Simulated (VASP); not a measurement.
# BN (I-4m2) in VASP: further runs, part 2 of 2

VASP 6.6.1.

### Step 4. Single point, PBE (strain -0.0150 x Voigt [0, 0, 1, 0, 0, 0])

INCAR

```
ALGO = Normal
EDIFF = 1E-6
ENCUT = 520
GGA = PE
ISIF = 2
ISMEAR = 0
LASPH = True
LCHARG = False
LREAL = False
LWAVE = False
NBANDS = 11
NELM = 100
PREC = Accurate
SIGMA = 0.05
```

KPOINTS

```
k-points
0
Gamma
  12 12 12
```

POSCAR

```
BN
1.0
    0.0000000000      1.8123485119      1.7851632842
    1.8123485119      0.0000000000      1.7851632842
    1.8123485119      1.8123485119      0.0000000000
B N
1 1
Direct
    0.0000000000      0.0000000000      0.0000000000
    0.7500000000      0.7500000000      0.7500000000
```

Command:

```bash
$ cat potpaw_PBE.64/B/POTCAR potpaw_PBE.64/N/POTCAR > POTCAR
$ mpirun -np 1 vasp_std > vasp.out
```

It took 17 s on 1 thread of Intel Xeon Platinum 8259CL at 2.50GHz (Skylake/Cascade Lake), shared host; peak memory 0.13 GiB.

Results (log left out):

| Property | Result |
| --- | --- |
| Free energy | -17.4438 eV |
| Pressure | 6.1 GPa |
| Band gap on the k mesh | 4.20 eV, indirect (least direct gap 8.69 eV) |

Stress tensor (GPa, compression positive):
```
 3.01  0.00  0.00
 0.00  3.01  0.00
 0.00  0.00 12.17
```

Levels at points of the mesh, in eV from the valence-band top:
| k point | band 1 | band 2 | band 3 | band 4 | band 5 | band 6 | band 7 | band 8 | band 9 |
| --- | --- | --- | --- | --- | --- | --- | --- | --- | --- |
| (0.00, 0.00, 0.00) | -20.41 | -0.15 | -0.15 | 0.00 | 8.69 | 8.79 | 8.79 | 10.37 | 24.79 |
| (0.50, 0.00, 0.00) | -16.16 | -10.85 | -2.17 | -1.94 | 10.04 | 10.56 | 10.83 | 15.23 | 23.45 |
| (0.50, 0.50, 0.00) | -14.66 | -8.91 | -5.17 | -5.17 | 4.20 | 8.94 | 17.95 | 17.95 | 21.02 |
| (0.50, 0.00, 0.50) | -14.84 | -9.13 | -4.97 | -4.96 | 4.46 | 9.29 | 17.79 | 18.02 | 20.70 |

Caveat: the cell differs from its parent crystal (strain -0.0150 x Voigt [0, 0, 1, 0, 0, 0]).

### Step 5. Single point, PBE (strain +0.0450 x Voigt [0, 0, 1, 0, 0, 0])

INCAR

```
ALGO = Normal ; EDIFF = 1E-6
ENCUT = 520 ; GGA = PE
ISIF = 2 ; ISMEAR = 0
LASPH = T ; LCHARG = T
LELF = T ; LREAL = F
LVHAR = T ; LWAVE = F
NBANDS = 11 ; NELM = 100
PREC = Accurate ; SIGMA = 0.05
```

KPOINTS is that of step 4.

POSCAR

```
BN
1.0
    0.0000000000      1.8123485119      1.8939041949
    1.8123485119      0.0000000000      1.8939041949
    1.8123485119      1.8123485119      0.0000000000
B N
1 1
Direct
    0.0000000000      0.0000000000      0.0000000000
    0.7500000000      0.7500000000      0.7500000000
```

Potentials or basis: VASP PAW PBE potentials, release 64 (B, N).

Command:

```bash
$ cat potpaw_PBE.64/B/POTCAR potpaw_PBE.64/N/POTCAR > POTCAR
$ mpirun -np 1 vasp_std > vasp.out
```

OUTCAR:

```text
EDIFF = 1E-6
   ENCUT = 520
   GGA = PE
   ISIF = 2
   ISMEAR = 0
   LASPH = T
   LREAL = F
   NELM = 100
   PREC = Accurate

 ion  position               nearest neighbor table
   1  0.000  0.000  0.000-   2 1.59   2 1.59   2 1.59   2 1.59
   2  0.750  0.750  0.750-   1 1.59   1 1.59   1 1.59   1 1.59

  LATTYP: Found a body centered tetragonal cell.
 ALAT       =     2.5630478453
 C/A-ratio  =     1.4778531727

  Lattice vectors:

[... 522 lines left out ...]

------------------------ aborting loop because EDIFF is reached ----------------------------------------

  FORCE on cell =-STRESS in cart. coord.  units (eV):
  Direction    XX          YY          ZZ          XY          YZ          ZX
  --------------------------------------------------------------------------------------
  -------------------------------------------------------------------------------------
  Total       -0.4547798     -0.4547798     -2.5764879      0.0000000      0.0000000      0.0000000
  in kB      -58.5652945    -58.5652945   -331.7930331      0.0000000      0.0000000      0.0000000
  external PRESSURE =    -149.6412074 kB  Pullay stress =       0.0000000 kB

 VOLUME and BASIS-vectors are now :
 -----------------------------------------------------------------------------
  energy-cutoff  :      520.00
  volume of cell :       12.44
      direct lattice vectors                 reciprocal lattice vectors
     0.000000000  1.812348512  1.893904195    -0.275885127  0.275885127  0.264004907
     1.812348512  0.000000000  1.893904195     0.275885127 -0.275885127  0.264004907
     1.812348512  1.812348512  0.000000000     0.275885127  0.275885127 -0.264004907

 POSITION                                       TOTAL-FORCE (eV/Angst)
 -----------------------------------------------------------------------------------
      0.00000      0.00000      0.00000        -0.000000     -0.000000     -0.000000
      2.71852      2.71852      2.84086         0.000000      0.000000      0.000000
 -----------------------------------------------------------------------------------
    total drift:                                0.000000      0.000000     -0.000001

  FREE ENERGIE OF THE ION-ELECTRON SYSTEM (eV)
  ---------------------------------------------------
  free  energy   TOTEN  =       -17.3958368800 eV

  energy  without entropy=      -17.3958368800  energy(sigma->0) =      -17.39583688
```

stdout:

```text
POSCAR found type information on POSCAR B N
 POSCAR found :  2 types and       2 ions
 scaLAPACK will be used
 LDA part: xc-table for (Slater+PW92), standard interpolation
 POSCAR, INCAR and KPOINTS ok, starting setup
 FFT: planning ... GRIDC
 FFT: planning ... GRID_SOFT
 FFT: planning ... GRID
 WAVECAR not read
 entering main loop
```

Run time: 18 s. Hardware: 1 thread of Intel Xeon Platinum 8259CL at 2.50GHz (Skylake/Cascade Lake), shared host; peak memory 0.13 GiB.

Results:

| Item | Value |
| --- | --- |
| Free energy | -17.3958 eV |
| Pressure | -15.0 GPa |
| Band gap on the k mesh | 4.02 eV, indirect (least direct gap 8.33 eV) |

Levels at points of the mesh, in eV from the valence-band top:
```csv
k point,band 1,band 2,band 3,band 4,band 5,band 6,band 7,band 8,band 9
"(0.00, 0.00, 0.00)",-19.80,-0.45,0.00,0.00,8.33,8.33,8.64,9.35,23.65
"(0.50, 0.00, 0.00)",-15.82,-10.37,-2.32,-1.66,8.86,10.48,10.51,14.58,22.53
"(0.50, 0.50, 0.00)",-14.84,-9.14,-4.42,-4.42,4.75,9.45,16.89,16.89,19.18
"(0.50, 0.00, 0.50)",-14.37,-8.53,-4.98,-4.98,4.02,8.46,16.62,17.26,20.02
```

Caveat: the cell differs from its parent crystal (strain +0.0450 x Voigt [0, 0, 1, 0, 0, 0]).

### Step 6. Single point, PBE (strain +0.0150 x Voigt [0, 0, 1, 0, 0, 0])

INCAR

```
PREC = Accurate
ENCUT = 520
EDIFF = 1E-7
ISMEAR = 0
SIGMA = 0.05
LREAL = F
LASPH = T
NELM = 80
ALGO = Normal
ISIF = 2
LWAVE = F
LCHARG = F
GGA = PE
NBANDS = 11
```

KPOINTS

```
regular mesh
0
Gamma
  12 12 12
```

POSCAR

```
BN
1.0
    0.0000000000      1.8123485119      1.8395337396
    1.8123485119      0.0000000000      1.8395337396
    1.8123485119      1.8123485119      0.0000000000
B N
1 1
Direct
    0.0000000000      0.0000000000      0.0000000000
    0.7500000000      0.7500000000      0.7500000000
```

Potentials or basis: VASP PAW PBE potentials, release 64 (B, N).

Command:

```bash
$ cat potpaw_PBE.64/B/POTCAR potpaw_PBE.64/N/POTCAR > POTCAR
$ mpirun -np 1 vasp_std > vasp.out
```

Wall time 19 s (1 thread of Intel Xeon Platinum 8259CL at 2.50GHz (Skylake/Cascade Lake), shared host); peak memory 0.13 GiB.

It converged, with:

```yaml
Free_energy: -17.4451 eV
Pressure: -5.2 GPa
Band_gap_on_the_k_mesh: 4.30 eV, indirect (least direct gap 8.63 eV)
```

Stress tensor (GPa, compression positive):
```
 -2.14   0.00   0.00
  0.00  -2.14   0.00
  0.00   0.00 -11.29
```

Levels at points of the mesh, in eV from the valence-band top:
```csv
k point,band 1,band 2,band 3,band 4,band 5,band 6,band 7,band 8
"(0.00, 0.00, 0.00)",-20.02,-0.15,0.00,0.00,8.63,8.63,8.73,9.93
"(0.50, 0.00, 0.00)",-15.91,-10.53,-2.06,-1.83,9.71,10.54,10.61,14.97
"(0.50, 0.50, 0.00)",-14.69,-8.96,-4.71,-4.71,4.55,9.28,17.49,17.49
"(0.50, 0.00, 0.50)",-14.52,-8.75,-4.91,-4.90,4.30,8.94,17.41,17.63
```

Caveat: the cell differs from its parent crystal (strain +0.0150 x Voigt [0, 0, 1, 0, 0, 0]).

### Step 7. Summary

```csv
cell,gap on the mesh (eV),pressure (GPa)
"a = 2.525, b = 2.525, c = 2.563 Å, angles 59.5, 59.5, 61.0°, 2 atoms",3.94,12.3
"a = 2.506, b = 2.506, c = 2.563 Å, angles 59.2, 59.2, 61.5°, 2 atoms",3.68,18.9
"a = 2.544, b = 2.544, c = 2.563 Å, angles 59.8, 59.8, 60.5°, 2 atoms",4.20,6.1
"a = 2.621, b = 2.621, c = 2.563 Å, angles 60.7, 60.7, 58.5°, 2 atoms",4.02,-15.0
"a = 2.582, b = 2.582, c = 2.563 Å, angles 60.2, 60.2, 59.5°, 2 atoms",4.30,-5.2
```

Alike in all rows: task single point; level PBE; potentials or basis VASP PAW PBE potentials, release 64 (B, N); no spin polarisation; k mesh 12 × 12 × 12; cutoff (eV) 520; smearing gaussian 0.05 eV.

Total energies depend on the potentials used, so only differences within one code and one set of settings carry meaning.
